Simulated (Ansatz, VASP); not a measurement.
Two plane-wave programs on ZnS

```
Zn S
1.0
     3.81100    0.00000    0.00000
    -1.90550    3.30042    0.00000
     0.00000    0.00000    6.23400
Zn S
2 2
Direct
  0.33333 0.66667 0.00000
  0.66667 0.33333 0.50000
  0.39815 0.69908 0.37382
  0.73149 0.36574 0.87382
```

Change from the starting cell: all S atoms moved -0.225 Å, as atom 3 towards its neighbour atom 2 (Zn) at 2.314 Å.

Alike in both runs: task single point; functional r2SCAN; k mesh 6 × 6 × 4; occupations gaussian, width 0.05 eV; no spin polarisation.

|  | VASP | Ansatz |
| --- | --- | --- |
| version | VASP 6.6.1 | Ansatz 0.2.0 |
| potentials or method | VASP PAW PBE potentials, release 64 (Zn, S), cutoff 520 eV | scalar-relativistic, plane waves, PAW |
| valence electrons in the cell | 36 | 36 |

|  | VASP | Ansatz | Ansatz less VASP |
| --- | --- | --- | --- |
| gap on the k mesh at the Fermi level (eV) | 2.74 | 2.73 | -0.010 |
| least direct gap on the mesh (eV) | 2.74 | 2.73 | -0.010 |
| pressure (GPa) | 1.6 | 1.6 | -0.08 |
| traceless stress, the component that is largest in VASP (GPa) | 2.97 | 2.95 | -0.026 |
| rms of the force components (eV/Å) | 0.850 | 0.844 | -0.0062 |

VASP's potentials were made for PBE, not for r2SCAN. Atom by atom the forces differ by 0.006 eV/Å (rms over components).
